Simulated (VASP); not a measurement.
# Li2Cl3 (P-3m1) in VASP: notebook, part 2 of 2

VASP 6.6.1. Earlier steps stand in the parts before.

**3. Single point, PBE**

This run uses another cell than the first one, of 19.93 Å³/atom.

The input, INCAR:

```
ALGO     = Normal         # electronic algorithm
EDIFF    = 1E-6           # SCF threshold, eV
ENCUT    = 750            # plane-wave cutoff, eV
GGA      = PE             # functional
GGA_COMPAT= False        
ISIF     = 2              # what is computed and relaxed
ISMEAR   = 0              # smearing method
LASPH    = True           # aspherical terms in the spheres
LCHARG   = False          # write CHGCAR
LREAL    = False          # projectors in reciprocal space
LWAVE    = False          # write WAVECAR
NBANDS   = 22             # bands
NELM     = 120            # most SCF steps
PREC     = Accurate       # precision mode
SIGMA    = 0.1            # smearing width, eV
```

The input, KPOINTS:

```
k-points
0
Gamma
  6 6 4
```

The input, POSCAR:

```
Li2Cl3
1.0
    4.1977754861      0.0000000000      0.0000000000
   -2.0988877430      3.6353802103      0.0000000000
    0.0000000000      0.0000000000      6.5310567842
Li Cl
2 3
Direct
    0.3333333333      0.6666666667      0.2450000000
    0.6666666667      0.3333333333      0.7550000000
    0.0000000000      0.0000000000      0.0000000000
    0.3333333333      0.6666666667      0.6450000000
    0.6666666667      0.3333333333      0.3550000000
```

Potentials or basis: VASP PAW PBE potentials, release 64 (Li_sv, Cl).

On the command line:

```
$ cat potpaw_PBE.64/Li_sv/POTCAR potpaw_PBE.64/Cl/POTCAR > POTCAR
$ mpirun -np 1 vasp_std > vasp.out
```

OUTCAR:

```text
EDIFF = 1E-6
   ENCUT = 750
   GGA = PE
   ISIF = 2
   ISMEAR = 0
   LASPH = True
   LREAL = False
   NELM = 120
   PREC = Accurate

 ion  position               nearest neighbor table
   1  0.333  0.667  0.245-   5 2.53   5 2.53   5 2.53   4 2.61
   2  0.667  0.333  0.755-   4 2.53   4 2.53   4 2.53   5 2.61
   3  0.000  0.000  0.000-
   4  0.333  0.667  0.645-   2 2.53   2 2.53   2 2.53   1 2.61
   5  0.667  0.333  0.355-   1 2.53   1 2.53   1 2.53   2 2.61

  LATTYP: Found a hexagonal cell.
 ALAT       =     4.1977754861
 C/A-ratio  =     1.5558375634

  Lattice vectors:

 A1 = (   4.1977754861,   0.0000000000,   0.0000000000)
 A2 = (  -2.0988877430,   3.6353802103,   0.0000000000)
 A3 = (   0.0000000000,   0.0000000000,   6.5310567842)

Analysis of symmetry for initial positions (statically):
=====================================================================
 Subroutine PRICEL returns:
 Original cell was already a primitive cell.

 Routine SETGRP: Setting up the symmetry group for a
 hexagonal supercell.

 Subroutine GETGRP returns: Found 12 space group operations
 (whereof 12 operations were pure point group operations)
 out of a pool of 24 trial point group operations.

The static configuration has the point symmetry D_3d.

Analysis of symmetry for dynamics (positions and initial velocities):
=====================================================================
 Subroutine PRICEL returns:
 Original cell was already a primitive cell.

 Routine SETGRP: Setting up the symmetry group for a
 hexagonal supercell.

 Subroutine GETGRP returns: Found 12 space group operations
 (whereof 12 operations were pure point group operations)
 out of a pool of 24 trial point group operations.

The dynamic configuration has the point symmetry D_3d.

 Subroutine INISYM returns: Found 12 space group operations
 (whereof 12 operations are pure point group operations),
 and found     1 'primitive' translations

----------------------------------------------------------------------------------------

                                     Primitive cell

  volume of cell :      99.6673

  direct lattice vectors                    reciprocal lattice vectors
     4.197775486  0.000000000  0.000000000     0.238221411  0.137537196  0.000000000
    -2.098887743  3.635380210  0.000000000     0.000000000  0.275074392  0.000000000
     0.000000000  0.000000000  6.531056784     0.000000000  0.000000000  0.153114577

  length of vectors
     4.197775486  4.197775486  6.531056784     0.275074392  0.275074392  0.153114577

  position of ions in fractional coordinates (direct lattice)
     0.333333333  0.666666667  0.245000000
     0.666666667  0.333333333  0.755000000
     0.000000000  0.000000000  0.000000000
     0.333333333  0.666666667  0.645000000
     0.666666667  0.333333333  0.355000000

  ion indices of the primitive-cell ions
   primitive index   ion index
                 1           1
                 2           2
                 3           3
                 4           4
                 5           5

----------------------------------------------------------------------------------------

 KPOINTS: k-points

Automatic generation of k-mesh.
 Grid dimensions read from file:
 generate k-points for:    6    6    4

 Generating k-lattice:

  Cartesian coordinates                     Fractional coordinates (reciprocal lattice)
     0.039703569  0.022922866  0.000000000     0.166666667  0.000000000  0.000000000
     0.000000000  0.045845732  0.000000000     0.000000000  0.166666667  0.000000000
     0.000000000  0.000000000  0.038278644     0.000000000  0.000000000  0.250000000

  Length of vectors
     0.045845732  0.045845732  0.038278644

  Shift w.r.t. Gamma in fractional coordinates (k-lattice)
     0.000000000  0.000000000  0.000000000

 Subroutine IBZKPT returns following result:
 ===========================================

 Found     24 irreducible k-points:

 Following reciprocal coordinates:
            Coordinates               Weight
  0.000000  0.000000  0.000000      1.000000
  0.166667  0.000000  0.000000      6.000000
  0.333333  0.000000  0.000000      6.000000
  0.500000  0.000000  0.000000      3.000000
  0.166667  0.166667  0.000000      6.000000
  0.333333  0.166667  0.000000     12.000000
[... 16 lines left out ...]
  0.333333  0.166667  0.500000     12.000000
  0.333333  0.333333  0.500000      2.000000
   k-points           NKPTS =     24   k-points in BZ     NKDIM =     24   number of bands    NBANDS=     22
   number of dos      NEDOS =    301   number of ions     NIONS =      5
   total plane-waves  NPLWV =  96000
   dimension x,y,z NGX =    40 NGY =   40 NGZ =   60
   dimension x,y,z NGXF=    80 NGYF=   80 NGZF=  120
   ions per type =               2   3
   NGX,Y,Z   is equivalent  to a cutoff of  15.84, 15.84, 15.27 a.u.
   NGXF,Y,Z  is equivalent  to a cutoff of  31.68, 31.68, 30.55 a.u.
 SYSTEM =  unknown system
   PREC   = accura    normal or accurate (medium, high low for compatibility)
   ISTART =      0    job   : 0-new  1-cont  2-samecut
   ICHARG =      2    charge: 1-file 2-atom 10-const
   ISPIN  =      1    spin polarized calculation?
   LNONCOLLINEAR =      F non collinear calculations
   LSORBIT =      F    spin-orbit coupling
   LASPH  =      T    aspherical Exc in radial PAW
   ENCUT  =  750.0 eV  55.12 Ry    7.42 a.u.   9.37  9.37 14.58*2*pi/ulx,y,z
   NELM   =    120;   NELMIN=  2; NELMDL= -5     # of ELM steps
   EDIFF  = 0.1E-05   stopping-criterion for ELM
   LREAL  =      F    real-space projection
   EDIFFG = 0.1E-04   stopping-criterion for IOM
   NSW    =      0    number of steps for IOM
   IBRION =     -1    ionic relax: 0-MD 1-quasi-New 2-CG
   NFREE  =      0    steps in history (QN), initial steepest desc. (CG)
   ISIF   =      2    stress and relaxation
   ISYM   =      2    0-nonsym 1-usesym 2-fastsym
   POTIM  = 0.5000    time-step for ionic-motion
   TEBEG  =    0.0;   TEEND  =   0.0 temperature during run
   PSTRESS=    0.0 pullay stress
   NELECT =      27.0000    total number of electrons
   NUPDOWN=      -1.0000    fix difference up-down
   EMIN   =  10.00;   EMAX   =-10.00  energy-range for DOS
   EFERMI =   0.00;   METHOD = LEGACY
   ISMEAR =     0;   SIGMA  =   0.10  broadening in eV -4-tet -1-fermi 0-gaus
   EFERMI_NEDOS =   21; number of points for ismear=-14 and -15
   IALGO  =     38    algorithm
   IMIX   =      4    mixing-type and parameters
     AMIX     =   0.40;   BMIX     =  1.00
     AMIX_MAG =   1.60;   BMIX_MAG =  1.00
  volume/ion in A,a.u.               =      19.93       134.52
  Fermi-wavevector in a.u.,A,eV,Ry     =   1.059283  2.001754 15.266826  1.122080
  Thomas-Fermi vector in A             =   2.194623
   LORBIT       =      0    0 simple, 1 ext, 2 COOP (PROOUT), +10 PAW based schemes
   GGA     = PE    functional components
   LHFCALC =     F    Hartree Fock is set to
   AEXX    =    0.0000 exact exchange contribution
   IVDW    =     0    specifies the selected vdW correction
   LEPSILON=     F    determine dielectric tensor
   LRPA    =     F    only Hartree local field effects (RPA)
 non-spin polarized calculation
 Gauss-broadening in eV      SIGMA  =   0.10
  energy-cutoff  :      750.00
  volume of cell :       99.67
 maximum number of plane-waves:      4697
 NGX is ok and might be reduce to    40
   NGX = 19   NGY = 19   NGZ = 29

 number of electron      27.0000003 magnetization

 Free energy of the ion-electron system (eV)
  ---------------------------------------------------
  ext. energy  EPLUGINS =         0.00000000
  ---------------------------------------------------
  free energy    TOTEN  =       -15.17931702 eV

  energy without entropy =      -15.14195465  energy(sigma->0) =      -15.16063584

 E-fermi :   0.3349     XC(G=0):  -8.3276

 val. band max:        0.3199465675   @ k =   0.3333   0.1667   0.2500
 cond. band min:       0.3367111049   @ k =   0.0000   0.0000   0.0000
 fundamental gap:      0.0167645374
 Fermi energy:         0.3348577253

 k-point     1 :       0.0000    0.0000    0.0000
  band No.  band energies     occupation
      1     -43.8593      2.00000
      2     -43.8588      2.00000
      3     -13.7167      2.00000
      4     -12.6703      2.00000
      5     -12.5458      2.00000
      6      -1.8788      2.00000
[... 589 lines left out ...]
     21      10.6179      0.00000
     22      10.6179      0.00000

------------------------ aborting loop because EDIFF is reached ----------------------------------------

  FORCE on cell =-STRESS in cart. coord.  units (eV):
  Direction    XX          YY          ZZ          XY          YZ          ZX
  --------------------------------------------------------------------------------------
  -------------------------------------------------------------------------------------
  Total        0.0340599      0.0340599      0.9281958      0.0000000      0.0000000     -0.0000000
  in kB        0.5475214      0.5475214     14.9209909      0.0000000      0.0000000     -0.0000000
  external PRESSURE =       5.3386779 kB  Pullay stress =       0.0000000 kB

 VOLUME and BASIS-vectors are now :
 -----------------------------------------------------------------------------
  energy-cutoff  :      750.00
  volume of cell :       99.67
      direct lattice vectors                 reciprocal lattice vectors
     4.197775486  0.000000000  0.000000000     0.238221411  0.137537196  0.000000000
    -2.098887743  3.635380210  0.000000000     0.000000000  0.275074392  0.000000000
     0.000000000  0.000000000  6.531056784     0.000000000  0.000000000  0.153114577

 POSITION                                       TOTAL-FORCE (eV/Angst)
 -----------------------------------------------------------------------------------
     -0.00000      2.42359      1.60011        -0.000000      0.000000      0.002720
      2.09889      1.21179      4.93095         0.000000     -0.000000     -0.002720
      0.00000      0.00000      0.00000        -0.000000      0.000000      0.000000
     -0.00000      2.42359      4.21253        -0.000000      0.000000      0.525144
      2.09889      1.21179      2.31853         0.000000     -0.000000     -0.525144
 -----------------------------------------------------------------------------------
    total drift:                                0.000000      0.000000     -0.000000

  FREE ENERGIE OF THE ION-ELECTRON SYSTEM (eV)
  ---------------------------------------------------
  free  energy   TOTEN  =       -15.1793170227 eV

  energy  without entropy=      -15.1419546529  energy(sigma->0) =      -15.16063584
```

Wall time 81 s (1 thread of Intel Xeon Platinum 8124M at 3.00GHz (Skylake/Cascade Lake), shared host); peak memory 0.31 GiB.

Results:

```yaml
Free_energy: -15.1793 eV
Pressure: 0.5 GPa
Largest_force: 0.525 eV/Å
Band_gap_on_the_k_mesh: zero (an odd number of electrons rules out a gap without spin polarisation)
```

Forces on the atoms (eV/Å):
```
Li   0.000  0.000  0.003
Li   0.000  0.000 -0.003
Cl   0.000  0.000  0.000
Cl   0.000  0.000  0.525
Cl   0.000  0.000 -0.525
```

Levels at points of the mesh, in eV from the Fermi level:
| k point | band 11 | band 12 | band 13 | band 14 | band 15 | band 16 | band 17 | band 18 |
| --- | --- | --- | --- | --- | --- | --- | --- | --- |
| (0.00, 0.00, 0.00) | -1.21 | -0.48 | -0.48 | 0.00 | 5.82 | 7.51 | 8.16 | 8.67 |
| (0.50, 0.00, 0.00) | -0.87 | -0.81 | -0.77 | 0.19 | 6.63 | 8.22 | 9.17 | 9.93 |
| (0.00, 0.00, 0.50) | -0.88 | -0.79 | -0.79 | -0.79 | 5.95 | 7.71 | 7.71 | 7.83 |
| (0.50, 0.00, 0.50) | -1.14 | -0.63 | -0.17 | 0.11 | 7.08 | 7.86 | 8.08 | 9.24 |

Caveat: an odd number of electrons without spin polarisation forces a metal; a magnetic or distorted state may lie lower.

**4. Relaxation of cell and atoms, PBE**

This run uses another cell than the first one, of 19.93 Å³/atom.

The input, INCAR:

```
SYSTEM = Li2Cl3
PREC = Accurate
ENCUT = 750
EDIFF = 1E-7
ISMEAR = 0
SIGMA = 0.1
LREAL = .False.
LASPH = .True.
NELM = 120
ALGO = Normal
ISIF = 3
LWAVE = .False.
LCHARG = .False.
GGA = PE
IBRION = 2
NSW = 90
EDIFFG = -0.04
GGA_COMPAT = .False.
NELMIN = 4
```

The input, KPOINTS:

```
Automatic mesh
0
Gamma
  6 6 4
  0 0 0
```

POSCAR is that of step 3.

On the command line:

```
$ cat potpaw_PBE.64/Li_sv/POTCAR potpaw_PBE.64/Cl/POTCAR > POTCAR
$ mpirun -np 1 vasp_std > vasp.out
```

Run time: 14 min. Hardware: 1 thread of Intel Xeon Platinum 8124M at 3.00GHz (Skylake/Cascade Lake), shared host; peak memory 0.33 GiB.

The run converged. Its results:

```yaml
Free_energy: -15.5013 eV
Relaxed_volume: 19.80 Å³/atom
Relaxed_cell: a = 3.803 Å, b = 3.803 Å, c = 7.902 Å, α = 90.00°, β = 90.00°, γ = 120.00°
Space_group_after_relaxing_to_0.1_Å: P-3m1 (No. 164)
Energy_gained_by_relaxing: 64.4 meV/atom
Ionic_steps: 17
Pressure_after_relaxing: 0.0 GPa
Largest_force_after_relaxing: 0.035 eV/Å
Band_gap_on_the_k_mesh: zero (an odd number of electrons rules out a gap without spin polarisation)
```

Forces on the atoms (eV/Å):
```
Li   0.000  0.000  0.010
Li   0.000  0.000 -0.010
Cl   0.000  0.000  0.000
Cl   0.000  0.000  0.035
Cl   0.000  0.000 -0.035
```

The path:
```
step  energy change (eV)  largest force (eV/Å)  pressure (GPa)  volume (Å³)
   1              0.0000                0.5252            0.54        99.67
   2             -0.0320                0.4342            0.21       100.63
   3             -0.0938                0.1745           -0.51       103.52
   4             -0.0923                0.2243           -1.10       109.33
   5             -0.1100                0.0801           -0.94       106.72
   6             -0.1456                0.1996           -0.27       104.43
   7             -0.1596                0.3340            0.56       102.08
   8             -0.2016                0.2983            0.56       102.43
   9             -0.2273                0.2632            0.76       102.64
  10             -0.2565                0.1770           -0.44       106.61
  11             -0.2568                0.1667           -0.57       107.08
  12             -0.2750                0.1571           -0.48       105.36
  13             -0.3098                0.0946           -0.09       100.31
  14             -0.3123                0.1002            0.18        97.97
  15             -0.3127                0.0858            0.09        98.65
  16             -0.3182                0.0629            0.04        98.78
  17             -0.3220                0.0347           -0.02        98.99
```

Final structure:
```xyz
5
Lattice="3.8033 0.0000 0.0000 -1.9016 3.2937 0.0000 0.0000 0.0000 7.9021" Properties=species:S:1:pos:R:3 pbc="T T T"
Li    0.0000    2.1958    1.6181
Li    1.9016    1.0979    6.2840
Cl    0.0000    0.0000    0.0000
Cl    0.0000    2.1958    5.2686
Cl    1.9016    1.0979    2.6335
```

Levels at points of the mesh, in eV from the Fermi level:
| k point | band 12 | band 13 | band 14 | band 15 | band 16 | band 17 |
| --- | --- | --- | --- | --- | --- | --- |
| (0.00, 0.00, 0.00) | -0.10 | -0.10 | 0.45 | 6.53 | 7.46 | 8.19 |
| (0.50, 0.00, 0.00) | -0.54 | -0.45 | -0.37 | 7.66 | 8.40 | 9.22 |
| (0.00, 0.00, 0.50) | -0.30 | -0.20 | -0.20 | 6.66 | 7.89 | 8.01 |
| (0.50, 0.00, 0.50) | -0.89 | -0.15 | 0.11 | 7.55 | 8.30 | 8.75 |

Caveat: a cell axis changed by over 15 % at a fixed basis, so the end point is rough; an odd number of electrons without spin polarisation forces a metal; a magnetic or distorted state may lie lower.

**5. Overview**

```csv
task,cell,gap on the mesh (eV),pressure (GPa),largest force (eV/Å)
single point,"a = 3.793, b = 3.793, c = 7.890 Å, angles 90.0, 90.0, 120.0°, 5 atoms, atomic positions A",none,0.2,0.02
single point,"a = 4.198, b = 4.198, c = 6.531 Å, angles 90.0, 90.0, 120.0°, 5 atoms, atomic positions B",none,0.5,0.53
relaxation of cell and atoms,"relaxed from a = 4.198, b = 4.198, c = 6.531 Å, angles 90.0, 90.0, 120.0°, 5 atoms, atomic positions B",none,0.0,0.03
```

Alike in all rows: level PBE; potentials or basis VASP PAW PBE potentials, release 64 (Li_sv, Cl); no spin polarisation; k mesh 6 × 6 × 4; cutoff (eV) 750; smearing gaussian 0.1 eV.

Caveats: an odd number of electrons without spin polarisation forces a metal; a magnetic or distorted state may lie lower; a cell axis changed by over 15 % at a fixed basis, so the end point is rough (at least some runs).

Absolute energies hang on the potentials; compare differences alone.
